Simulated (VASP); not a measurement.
Write the native input for VASP 6.6.1 that does the following.

```
Task                   : single point
Functional             : PBEsol
Potentials or basis    : VASP PAW PBE potentials, release 64 (Cs_sv, Tl_d, F)
Cutoff                 : 520 eV
k mesh                 : 6 × 6 × 2
Occupations            : fermi-dirac, width 0.05 eV
Spin                   : no spin polarisation
Dipole correction      : no
Further INCAR settings : ALGO = Normal; EDIFF = 1e-06; NBANDS = 35
```

The structure of Cs2TlF3 lies in POSCAR:

```
Cs2TlF3
1.0
    4.1126609797     -0.0003376572      0.0006457206
   -2.0566405366      3.5590151986     -0.0009003279
    0.0015232423     -0.0016191113     10.0488643102
Cs Tl F
2 1 3
Direct
    0.3344526372      0.6615012925      0.8203889714
    0.6682122979      0.3283786759      0.1715447039
    0.0090874170     -0.0085687386      0.4959275513
    0.3341950916      0.6623427365      0.3456991144
    0.6672300074      0.3289580409      0.6463580424
    0.0013152152     -0.0048053918     -0.0039514218
```

The input as run:

INCAR

```
PREC = Accurate ; ENCUT = 520
EDIFF = 1E-6 ; ISMEAR = -1
SIGMA = 0.05 ; LREAL = False
LASPH = True ; NELM = 80
ALGO = Normal ; ISIF = 2
LWAVE = False ; LCHARG = False
GGA = PS ; NBANDS = 35
```

KPOINTS

```
Automatic mesh
0
Gamma
  6 6 2
```

Potentials or basis: VASP PAW PBE potentials, release 64 (Cs_sv, Tl_d, F).

The run is started by

```console
$ cat potpaw_PBE.64/Cs_sv/POTCAR potpaw_PBE.64/Tl_d/POTCAR potpaw_PBE.64/F/POTCAR > POTCAR
$ mpirun -np 1 vasp_std > vasp.out
```

It gave:

```yaml
Pressure: -0.1 GPa
Largest_force: 0.013 eV/Å
Band_gap_on_the_k_mesh: 3.65 eV (least direct gap 4.00 eV)
```

Caveat: the PAW data sets were made with another functional, which shifts forces and pressure a little; spin-orbit coupling is left out, which moves the levels of the heavy elements.

Run time: 5.4 min on 1 thread of Oxide Virtual Turin-like Processor (shared host), peak memory 0.34 GiB.
